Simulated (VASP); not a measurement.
# Nb (Im-3m) in VASP: a series of runs

Runs on Nb. Level: LDA. Tasks: single point.

All numbers are computed with VASP 6.6.1; they aren't measurements. Logs are shortened: lines on timing, memory, paths and dates and some standing lists are left out, and cuts for length are marked.

## 1. The cell of the first run

Symmetry: Im-3m, No. 229, cubic system. The conventional cell has a = 3.288 Å, b = 3.288 Å, c = 3.288 Å, α = 90.00°, β = 90.00°, γ = 90.00°. Within 3.8 Å of Nb (site symmetry m-3m) lie 14 Nb at 2.85 to 3.29 Å.

## 2. Single point, LDA, collinear spin (17.77 Å³/atom)

Input file INCAR:

```
  ALGO = Normal
  EDIFF = 1E-6
  ENCUT = 520
  ISIF = 2
  ISMEAR = -1
  ISPIN = 2
  LASPH = True
  LCHARG = True
  LELF = True
  LMAXMIX = 4
  LORBIT = 11
  LREAL = False
  LVHAR = True
  LWAVE = False
  MAGMOM = 1
  NBANDS = 16
  NELM = 150
  PREC = Accurate
  SIGMA = 0.05
```

Input file KPOINTS:

```
k-points
0
Gamma
  22 22 22
```

Input file POSCAR:

```
Nb
1.0
   -1.6438829172      1.6438829172      1.6438829172
    1.6438829172     -1.6438829172      1.6438829172
    1.6438829172      1.6438829172     -1.6438829172
Nb
1
Direct
    0.0000000000      0.0000000000      0.0000000000
```

Potentials or basis: VASP PAW LDA potentials, release 64 (Nb_sv).

Launch:

```bash
cat potpaw_LDA.64/Nb_sv/POTCAR > POTCAR
mpirun -np 1 vasp_std > vasp.out
```

OUTCAR:

```text
EDIFF = 1E-6
   ENCUT = 520
   ISIF = 2
   ISMEAR = -1
   ISPIN = 2
   LASPH = True
   LORBIT = 11
   LREAL = False
   NELM = 150
   PREC = Accurate

 ion  position               nearest neighbor table
   1  0.000  0.000  0.000-

  LATTYP: Found a body centered cubic cell.
 ALAT       =     3.2877658344

  Lattice vectors:

 A1 = (  -1.6438829172,   1.6438829172,   1.6438829172)
 A2 = (   1.6438829172,  -1.6438829172,   1.6438829172)
 A3 = (   1.6438829172,   1.6438829172,  -1.6438829172)

Analysis of symmetry for initial positions (statically):
=====================================================================
 Subroutine PRICEL returns:
 Original cell was already a primitive cell.

 Routine SETGRP: Setting up the symmetry group for a
 body centered cubic supercell.

 Subroutine GETGRP returns: Found 48 space group operations
 (whereof 48 operations were pure point group operations)
 out of a pool of 48 trial point group operations.

The static configuration has the point symmetry O_h .

Analysis of symmetry for dynamics (positions and initial velocities):
=====================================================================
 Subroutine PRICEL returns:
 Original cell was already a primitive cell.

 Routine SETGRP: Setting up the symmetry group for a
 body centered cubic supercell.

 Subroutine GETGRP returns: Found 48 space group operations
 (whereof 48 operations were pure point group operations)
 out of a pool of 48 trial point group operations.

The dynamic configuration has the point symmetry O_h .

Analysis of structural, dynamic, and magnetic symmetry:
=====================================================================
 Subroutine PRICEL returns:
 Original cell was already a primitive cell.

 Routine SETGRP: Setting up the symmetry group for a
 body centered cubic supercell.

 Subroutine GETGRP returns: Found 48 space group operations
 (whereof 48 operations were pure point group operations)
 out of a pool of 48 trial point group operations.

The overall configuration has the point symmetry O_h .

 Subroutine INISYM returns: Found 48 space group operations
 (whereof 48 operations are pure point group operations),
 and found     1 'primitive' translations

----------------------------------------------------------------------------------------

                                     Primitive cell

  volume of cell :      17.7694

[... 102 lines left out ...]
   EFERMI_NEDOS =   21; number of points for ismear=-14 and -15
   IALGO  =     38    algorithm
   IMIX   =      4    mixing-type and parameters
     AMIX     =   0.40;   BMIX     =  1.00
     AMIX_MAG =   1.60;   BMIX_MAG =  1.00
  volume/ion in A,a.u.               =      17.77       119.91
  Fermi-wavevector in a.u.,A,eV,Ry     =   1.475135  2.787601 29.606590  2.176023
  Thomas-Fermi vector in A             =   2.589821
   LORBIT       =     11    0 simple, 1 ext, 2 COOP (PROOUT), +10 PAW based schemes
   GGA     = CA    functional components
   LHFCALC =     F    Hartree Fock is set to
   AEXX    =    0.0000 exact exchange contribution
   IVDW    =     0    specifies the selected vdW correction
   LEPSILON=     F    determine dielectric tensor
   LRPA    =     F    only Hartree local field effects (RPA)
 spin polarized calculation
  energy-cutoff  :      520.00
  volume of cell :       17.77
 maximum number of plane-waves:       490
 NGX is ok and might be reduce to    24
   NGX = 11   NGY = 11   NGZ = 11

 number of electron      13.0000001 magnetization      -0.0002028

 number of electron      13.0000001 magnetization       0.0000078

 Free energy of the ion-electron system (eV)
  ---------------------------------------------------
  ext. energy  EPLUGINS =         0.00000000
  ---------------------------------------------------
  free energy    TOTEN  =       -11.24869450 eV

  energy without entropy =      -11.23613980  energy(sigma->0) =      -11.24241715

 E-fermi :  11.1658     XC(G=0): -12.7850

 val. band max:       11.1624964583   @ k =   0.2727   0.0455  -0.0000
 cond. band min:      11.1696804253   @ k =  -0.2273   0.2273   0.1364
 fundamental gap:      0.0071839670
 Fermi energy:        11.1658033608

 spin component 1

 k-point     1 :       0.0000    0.0000    0.0000
  band No.  band energies     occupation
      1     -42.8698      1.00000
      2     -18.2887      1.00000
      3     -18.2887      1.00000
      4     -18.2887      1.00000
      5       5.2323      1.00000
      6      11.5154      0.00092
[... 435 lines left out ...]
      5       6.6830      1.00000
      6      10.7950      0.99940
[... 8 lines left out ...]
     15      34.5995      0.00000
     16      35.6937      0.00000

 [... further k-points ...]

 spin component 2

 k-point     1 :       0.0000    0.0000    0.0000
  band No.  band energies     occupation
      1     -42.8698      1.00000
      2     -18.2887      1.00000
      3     -18.2887      1.00000
      4     -18.2887      1.00000
      5       5.2323      1.00000
      6      11.5154      0.00092
[... 435 lines left out ...]
      5       6.6830      1.00000
      6      10.7950      0.99940
[... 8 lines left out ...]
     15      34.5995      0.00000
     16      35.6937      0.00000

 [... further k-points ...]

------------------------ aborting loop because EDIFF is reached ----------------------------------------

  FORCE on cell =-STRESS in cart. coord.  units (eV):
  Direction    XX          YY          ZZ          XY          YZ          ZX
  --------------------------------------------------------------------------------------
  -------------------------------------------------------------------------------------
  Total       -0.7381598     -0.7381598     -0.7381598      0.0000000      0.0000000      0.0000000
  in kB      -66.5561748    -66.5561748    -66.5561748      0.0000000      0.0000000      0.0000000
  external PRESSURE =     -66.5561748 kB  Pullay stress =       0.0000000 kB

 VOLUME and BASIS-vectors are now :
 -----------------------------------------------------------------------------
  energy-cutoff  :      520.00
  volume of cell :       17.77
      direct lattice vectors                 reciprocal lattice vectors
    -1.643882917  1.643882917  1.643882917     0.000000000  0.304157915  0.304157915
     1.643882917 -1.643882917  1.643882917     0.304157915  0.000000000  0.304157915
     1.643882917  1.643882917 -1.643882917     0.304157915  0.304157915  0.000000000

 POSITION                                       TOTAL-FORCE (eV/Angst)
 -----------------------------------------------------------------------------------
      0.00000      0.00000      0.00000         0.000000      0.000000      0.000000
 -----------------------------------------------------------------------------------
    total drift:                                0.000000      0.000000     -0.000000

  FREE ENERGIE OF THE ION-ELECTRON SYSTEM (eV)
  ---------------------------------------------------
  free  energy   TOTEN  =       -11.2486944964 eV

  energy  without entropy=      -11.2361397988  energy(sigma->0) =      -11.24241715

 total charge

# of ion       s       p       d       tot
------------------------------------------
    1        2.227   5.997   2.545  10.768

 magnetization (x)

# of ion       s       p       d       tot
------------------------------------------
    1        0.000   0.000   0.000   0.000
```

It took 70 s on 1 thread of Intel Xeon 6975P-C (Granite Rapids), shared host; peak memory 0.24 GiB.

What came out:

- Free energy: -11.2487 eV
- Pressure: -6.7 GPa
- Net moment: 0.00 μB per cell
- Valence electrons inside the program's atomic spheres: Nb 10.77

Levels at points of the mesh, in eV from the Fermi level:
Spin up:
```tsv
k point	band 2	band 3	band 4	band 5	band 6	band 7	band 8	band 9	band 10	band 11
(0.00, 0.00, 0.00)	-29.45	-29.45	-29.45	-5.93	0.35	0.35	0.35	3.30	3.30	14.29
(0.50, 0.00, 0.00)	-30.89	-29.91	-29.47	-3.78	-1.71	2.43	3.34	4.03	6.52	11.71
(0.50, 0.50, 0.50)	-30.44	-30.44	-30.44	-3.80	-3.80	5.72	5.72	5.72	9.20	9.20
```
Spin down:
| k point | band 2 | band 3 | band 4 | band 5 | band 6 | band 7 | band 8 | band 9 | band 10 | band 11 |
| --- | --- | --- | --- | --- | --- | --- | --- | --- | --- | --- |
| (0.00, 0.00, 0.00) | -29.45 | -29.45 | -29.45 | -5.93 | 0.35 | 0.35 | 0.35 | 3.30 | 3.30 | 14.29 |
| (0.50, 0.00, 0.00) | -30.89 | -29.91 | -29.47 | -3.78 | -1.71 | 2.43 | 3.34 | 4.03 | 6.52 | 11.71 |
| (0.50, 0.50, 0.50) | -30.44 | -30.44 | -30.44 | -3.80 | -3.80 | 5.72 | 5.72 | 5.72 | 9.20 | 9.20 |

Caveat: the cell stands under tension.

## 3. Single point, LDA, collinear spin (18.45 Å³/atom)

This run uses another cell than the first one, of 18.45 Å³/atom.

Input file INCAR:

```
ALGO     = Normal         # electronic algorithm
EDIFF    = 1E-7           # SCF threshold, eV
ENCUT    = 520            # plane-wave cutoff, eV
GGA      = CA             # functional
ISIF     = 2              # what is computed and relaxed
ISMEAR   = -1             # smearing method
ISPIN    = 2              # spin polarisation
LASPH    = T              # aspherical terms in the spheres
LCHARG   = T              # write CHGCAR
LELF     = T              # ELF
LMAXMIX  = 4              # l up to which the mixer works
LORBIT   = 11             # projections on sites
LREAL    = F              # projectors in reciprocal space
LVHAR    = T            
LWAVE    = F              # write WAVECAR
MAGMOM   = 1              # initial moments
NBANDS   = 16             # bands
NELM     = 150            # most SCF steps
PREC     = Accurate       # precision mode
SIGMA    = 0.05           # smearing width, eV
```

KPOINTS is that of step 2.

Input file POSCAR:

```
Nb
1.0
   -1.6646937709      1.6646937709      1.6646937709
    1.6646937709     -1.6646937709      1.6646937709
    1.6646937709      1.6646937709     -1.6646937709
Nb
1
Direct
    0.0000000000      0.0000000000      0.0000000000
```

Potentials or basis: VASP PAW LDA potentials, release 64 (Nb_sv).

Launch:

```bash
cat potpaw_LDA.64/Nb_sv/POTCAR > POTCAR
mpirun -np 1 vasp_std > vasp.out
```

It took 72 s on 1 thread of Intel Xeon 6975P-C (Granite Rapids), shared host; peak memory 0.24 GiB.

Results (log left out):

- Free energy: -11.2081 eV
- Pressure: -12.5 GPa
- Net moment: 0.00 μB per cell
- Valence electrons inside the program's atomic spheres: Nb 10.71

Levels at points of the mesh, in eV from the Fermi level:
Spin up:
| k point | band 4 | band 5 | band 6 | band 7 | band 8 | band 9 |
| --- | --- | --- | --- | --- | --- | --- |
| (0.00, 0.00, 0.00) | -29.58 | -5.86 | 0.36 | 0.36 | 0.36 | 3.18 |
| (0.50, 0.00, 0.00) | -29.59 | -3.62 | -1.60 | 2.24 | 3.20 | 3.86 |
| (0.50, 0.50, 0.50) | -30.46 | -3.59 | -3.59 | 5.46 | 5.46 | 5.46 |
Spin down:
| k point | band 4 | band 5 | band 6 | band 7 | band 8 | band 9 |
| --- | --- | --- | --- | --- | --- | --- |
| (0.00, 0.00, 0.00) | -29.58 | -5.86 | 0.36 | 0.36 | 0.36 | 3.18 |
| (0.50, 0.00, 0.00) | -29.59 | -3.62 | -1.60 | 2.24 | 3.20 | 3.86 |
| (0.50, 0.50, 0.50) | -30.46 | -3.59 | -3.59 | 5.46 | 5.46 | 5.46 |

Caveat: the cell stands under tension.

## 4. Single point, LDA, collinear spin (19.14 Å³/atom)

This run uses another cell than the first one, of 19.14 Å³/atom.

Input file INCAR:

```
ALGO = Normal
EDIFF = 1E-6
ENCUT = 520
GGA = CA
ISIF = 2
ISMEAR = -1
ISPIN = 2
LASPH = T
LCHARG = F
LMAXMIX = 4
LORBIT = 11
LREAL = F
LWAVE = F
MAGMOM = 1
NBANDS = 16
NELM = 150
PREC = Accurate
SIGMA = 0.05
```

KPOINTS is that of step 3.

Input file POSCAR:

```
Nb
1.0
   -1.6849969154      1.6849969154      1.6849969154
    1.6849969154     -1.6849969154      1.6849969154
    1.6849969154      1.6849969154     -1.6849969154
Nb
1
Direct
    0.0000000000      0.0000000000      0.0000000000
```

Potentials or basis: VASP PAW LDA potentials, release 64 (Nb_sv).

Launch:

```bash
cat potpaw_LDA.64/Nb_sv/POTCAR > POTCAR
mpirun -np 1 vasp_std > vasp.out
```

OUTCAR:

```text
EDIFF = 1E-6
   ENCUT = 520
   GGA = CA
   ISIF = 2
   ISMEAR = -1
   ISPIN = 2
   LASPH = T
   LORBIT = 11
   LREAL = F
   NELM = 150
   PREC = Accurate

 ion  position               nearest neighbor table
   1  0.000  0.000  0.000-

  LATTYP: Found a body centered cubic cell.
 ALAT       =     3.3699938308

  Lattice vectors:

 A1 = (  -1.6849969154,   1.6849969154,   1.6849969154)
 A2 = (   1.6849969154,  -1.6849969154,   1.6849969154)
 A3 = (   1.6849969154,   1.6849969154,  -1.6849969154)

Analysis of symmetry for initial positions (statically):
=====================================================================
 Subroutine PRICEL returns:
 Original cell was already a primitive cell.

 Routine SETGRP: Setting up the symmetry group for a
 body centered cubic supercell.

 Subroutine GETGRP returns: Found 48 space group operations
 (whereof 48 operations were pure point group operations)
 out of a pool of 48 trial point group operations.

The static configuration has the point symmetry O_h .

Analysis of symmetry for dynamics (positions and initial velocities):
[... 639 lines left out ...]

 spin component 2

 k-point     1 :       0.0000    0.0000    0.0000
  band No.  band energies     occupation
      1     -43.9851      1.00000
      2     -19.5546      1.00000
      3     -19.5546      1.00000
      4     -19.5546      1.00000
      5       4.3582      1.00000
      6      10.5132      0.00071
[... 435 lines left out ...]
      5       5.7118      1.00000
      6       9.8658      0.99667
[... 8 lines left out ...]
     15      32.1468      0.00000
     16      33.5135      0.00000

 [... further k-points ...]

------------------------ aborting loop because EDIFF is reached ----------------------------------------

  FORCE on cell =-STRESS in cart. coord.  units (eV):
  Direction    XX          YY          ZZ          XY          YZ          ZX
  --------------------------------------------------------------------------------------
  -------------------------------------------------------------------------------------
  Total       -2.0805768     -2.0805768     -2.0805768     -0.0000000     -0.0000000      0.0000000
  in kB     -174.1955299   -174.1955299   -174.1955299     -0.0000000     -0.0000000      0.0000000
  external PRESSURE =    -174.1955299 kB  Pullay stress =       0.0000000 kB

 VOLUME and BASIS-vectors are now :
 -----------------------------------------------------------------------------
  energy-cutoff  :      520.00
  volume of cell :       19.14
      direct lattice vectors                 reciprocal lattice vectors
    -1.684996915  1.684996915  1.684996915     0.000000000  0.296736448  0.296736448
     1.684996915 -1.684996915  1.684996915     0.296736448  0.000000000  0.296736448
     1.684996915  1.684996915 -1.684996915     0.296736448  0.296736448  0.000000000

 POSITION                                       TOTAL-FORCE (eV/Angst)
 -----------------------------------------------------------------------------------
      0.00000      0.00000      0.00000         0.000000     -0.000000      0.000000
 -----------------------------------------------------------------------------------
    total drift:                                0.000000      0.000000     -0.000000

  FREE ENERGIE OF THE ION-ELECTRON SYSTEM (eV)
  ---------------------------------------------------
  free  energy   TOTEN  =       -11.1447714077 eV

  energy  without entropy=      -11.1312566763  energy(sigma->0) =      -11.13801404

 total charge

# of ion       s       p       d       tot
------------------------------------------
    1        2.215   5.988   2.458  10.661

 magnetization (x)

# of ion       s       p       d       tot
------------------------------------------
    1        0.000   0.000  -0.000   0.000
```

OSZICAR:

```text
N       E                     dE             d eps       ncg     rms          rms(c)
DAV:   1     0.118767636827E+03    0.11877E+03   -0.69880E+03 21112   0.842E+02
DAV:   2    -0.718755274842E+01   -0.12596E+03   -0.11916E+03 22984   0.310E+02
DAV:   3    -0.113764049798E+02   -0.41889E+01   -0.40726E+01 31888   0.542E+01
DAV:   4    -0.115606158849E+02   -0.18421E+00   -0.18373E+00 25640   0.920E+00
DAV:   5    -0.115662194275E+02   -0.56035E-02   -0.56028E-02 32368   0.152E+00    0.739E+00
DAV:   6    -0.111949548433E+02    0.37126E+00   -0.41209E-01 33384   0.788E+00    0.239E+00
DAV:   7    -0.111407510832E+02    0.54204E-01   -0.11129E-01 35680   0.364E+00    0.131E+00
DAV:   8    -0.111441045077E+02   -0.33534E-02   -0.72325E-03 28224   0.793E-01    0.689E-01
DAV:   9    -0.111448672765E+02   -0.76277E-03   -0.32593E-03 29944   0.537E-01    0.343E-01
DAV:  10    -0.111447611899E+02    0.10609E-03   -0.45635E-04 33344   0.203E-01    0.302E-02
DAV:  11    -0.111447722653E+02   -0.11075E-04   -0.18542E-05 27464   0.460E-02    0.120E-02
DAV:  12    -0.111447714077E+02    0.85761E-06   -0.44128E-06 28608   0.242E-02
   1 F= -.11144771E+02 E0= -.11138014E+02  d E =-.135147E-01  mag=    -0.0002
```

stdout:

```text
POSCAR found type information on POSCAR Nb
 POSCAR found :  1 types and       1 ions
 scaLAPACK will be used
 LDA part: xc-table for (Slater(with rela. corr.)+CA(PZ))
 , standard interpolation
 POSCAR, INCAR and KPOINTS ok, starting setup
 FFT: planning ... GRIDC
 FFT: planning ... GRID_SOFT
 FFT: planning ... GRID
 WAVECAR not read
 entering main loop
```

Run time: 58 s. Hardware: 1 thread of Intel Xeon 6975P-C (Granite Rapids), shared host; peak memory 0.24 GiB.

Results:

| Quantity | Value |
| --- | --- |
| Free energy | -11.1448 eV |
| Pressure | -17.4 GPa |
| Net moment | 0.00 μB per cell |
| Valence electrons inside the program's atomic spheres | Nb 10.66 |

Levels at points of the mesh, in eV from the Fermi level:
Spin up:
| k point | band 2 | band 3 | band 4 | band 5 | band 6 | band 7 | band 8 | band 9 | band 10 | band 11 |
| --- | --- | --- | --- | --- | --- | --- | --- | --- | --- | --- |
| (0.00, 0.00, 0.00) | -29.71 | -29.71 | -29.71 | -5.79 | 0.36 | 0.36 | 0.36 | 3.07 | 3.07 | 14.08 |
| (0.50, 0.00, 0.00) | -30.85 | -30.07 | -29.72 | -3.48 | -1.50 | 2.08 | 3.06 | 3.69 | 5.92 | 11.12 |
| (0.50, 0.50, 0.50) | -30.49 | -30.49 | -30.49 | -3.39 | -3.39 | 5.22 | 5.22 | 5.22 | 8.58 | 8.58 |
Spin down:
| k point | band 2 | band 3 | band 4 | band 5 | band 6 | band 7 | band 8 | band 9 | band 10 | band 11 |
| --- | --- | --- | --- | --- | --- | --- | --- | --- | --- | --- |
| (0.00, 0.00, 0.00) | -29.71 | -29.71 | -29.71 | -5.79 | 0.36 | 0.36 | 0.36 | 3.07 | 3.07 | 14.08 |
| (0.50, 0.00, 0.00) | -30.84 | -30.07 | -29.71 | -3.48 | -1.50 | 2.08 | 3.06 | 3.69 | 5.92 | 11.12 |
| (0.50, 0.50, 0.50) | -30.49 | -30.49 | -30.49 | -3.39 | -3.39 | 5.22 | 5.22 | 5.22 | 8.58 | 8.58 |

Caveat: the cell stands under tension.

## 5. The runs side by side

| cell | gap on the mesh (eV) | pressure (GPa) | moment (μB) |
| --- | --- | --- | --- |
| a = 2.847 Å, angles 109.5°, 1 atom | none | -6.7 | 0.00 |
| a = 2.883 Å, angles 109.5°, 1 atom | none | -12.5 | 0.00 |
| a = 2.919 Å, angles 109.5°, 1 atom | none | -17.4 | 0.00 |

Alike in all rows: task single point; level LDA; potentials or basis VASP PAW LDA potentials, release 64 (Nb_sv); spin collinear; k mesh 22 × 22 × 22; cutoff (eV) 520; smearing fermi-dirac 0.05 eV.

Caveats: the cell stands under tension.

Total energies depend on the potentials used, so only differences within one code and one set of settings carry meaning.
